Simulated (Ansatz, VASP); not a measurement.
Two plane-wave programs on Al

The input POSCAR:

```
Al
1.0
    2.8221979695      0.0000000000      0.0000000000
   -1.4110989848      2.4440951361      0.0000000000
    0.0000000000      0.0000000000      9.2620593401
Al
4
Direct
    0.0000000000      0.0000000000     -0.0647804098
    0.3333333333      0.6666666667      0.2500000000
    0.0000000000      0.0000000000      0.5000000000
    0.6666666667      0.3333333333      0.7500000000
```

File INCAR.step1:

```
PREC     = Accurate       # precision mode
ENCUT    = 520            # plane-wave cutoff, eV
ISMEAR   = 0              # smearing method
SIGMA    = 0.15           # smearing width, eV
LREAL    = F              # projectors in reciprocal space
LASPH    = T              # aspherical terms in the spheres
NELM     = 80             # most SCF steps
NBANDS   = 14             # bands
GGA      = PE             # functional
ALGO     = Normal         # electronic algorithm
EDIFF    = 1E-4           # SCF threshold, eV
LWAVE    = T              # write WAVECAR
LCHARG   = F              # write CHGCAR
```

The input INCAR.step2:

```
PREC     = Accurate       # precision mode
ENCUT    = 520            # plane-wave cutoff, eV
EDIFF    = 1E-6           # SCF threshold, eV
ISMEAR   = 0              # smearing method
SIGMA    = 0.15           # smearing width, eV
LREAL    = F              # projectors in reciprocal space
LASPH    = T              # aspherical terms in the spheres
NELM     = 80             # most SCF steps
ALGO     = Normal         # electronic algorithm
ISIF     = 2              # what is computed and relaxed
LWAVE    = F              # write WAVECAR
LCHARG   = F              # write CHGCAR
METAGGA  = R2SCAN         # meta-GGA
LMIXTAU  = T            
NBANDS   = 14             # bands
ISTART   = 1
```

Contents of KPOINTS:

```
regular mesh
0
Gamma
  18 18 6
```

Input for Ansatz:

```yaml
crystal:
  lattice:
    - [2.8221979695, 0.0, 0.0]
    - [-1.4110989848, 2.4440951361, 0.0]
    - [0.0, 0.0, 9.2620593401]
  atoms:
    - { symbol: Al, position: [0.0, 0.0, -0.0647804098] }
    - { symbol: Al, position: [0.3333333333, 0.6666666667, 0.25] }
    - { symbol: Al, position: [0.0, 0.0, 0.5] }
    - { symbol: Al, position: [0.6666666667, 0.3333333333, 0.75] }
basis:
  ecutwfc: 500
kpoints:
  mp_grid: { grid: [18, 18, 6] }
hamiltonian:
  xc: r2scan
scf:
  occupations: { method: gaussian, width: 0.15 }
output:
  forces: true
  stress: true
  eigenvalues: true
```

Alike in both runs: task single point; functional r2SCAN; k mesh 18 × 18 × 6; occupations gaussian, width 0.15 eV; no spin polarisation.

|  | VASP | Ansatz |
| --- | --- | --- |
| version | VASP 6.6.1 | Ansatz 0.2.0 |
| potentials or method | VASP PAW PBE potentials, release 64 (Al), cutoff 520 eV | scalar-relativistic, plane waves, PAW |
| valence electrons in the cell | 12 | 12 |

```csv
,VASP,Ansatz,Ansatz less VASP
gap on the k mesh at the Fermi level (eV),none,none,-
pressure (GPa),8.8,9.1,+0.30
"traceless stress, the component that is largest in VASP (GPa)",5.14,5.11,-0.028
rms of the force components (eV/Å),1.862,1.866,+0.0032
```

VASP's potentials were made for PBE, not for r2SCAN. Atom by atom the forces differ by 0.004 eV/Å (rms over components). A gap of «none» marks a metal or a gap that the smearing closes.
